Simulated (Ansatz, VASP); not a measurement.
SnSe2: VASP beside Ansatz

```
Sn Se
1.0
     4.11290    0.00000    0.00000
    -2.05645    3.56188    0.00000
     0.00000    0.00000    5.86933
Sn Se
1 2
Direct
  0.00000 0.00000 0.50000
  0.33333 0.66667 0.21213
  0.33333 0.66667 0.78787
```

Alike in both runs: functional PBE; dispersion D3(BJ); k mesh 12 × 12 × 6; occupations gaussian, width 0.02 eV; no spin polarisation.

Ansatz relaxed the structure, and its values are those at the end. VASP's run is a single point on that final structure, the one shown.

|  | VASP | Ansatz |
| --- | --- | --- |
| version | VASP 6.6.1 | Ansatz 0.2.0 |
| potentials or method | VASP PAW PBE potentials, release 64 (Sn_d, Se), cutoff 520 eV | scalar-relativistic, plane waves, PAW |
| valence electrons in the cell | 26 | 46 |

|  | VASP | Ansatz | Ansatz less VASP |
| --- | --- | --- | --- |
| gap on the k mesh at the Fermi level (eV) | 0.67 | 0.67 | 0.000 |
| least direct gap on the mesh (eV) | 0.95 | 0.95 | +0.003 |
| pressure (GPa) | 0.0 | 0.0 | -0.02 |

VASP's potentials hold 26 valence electrons a cell and Ansatz's 46, so a difference there can come from the potentials and not from the codes.
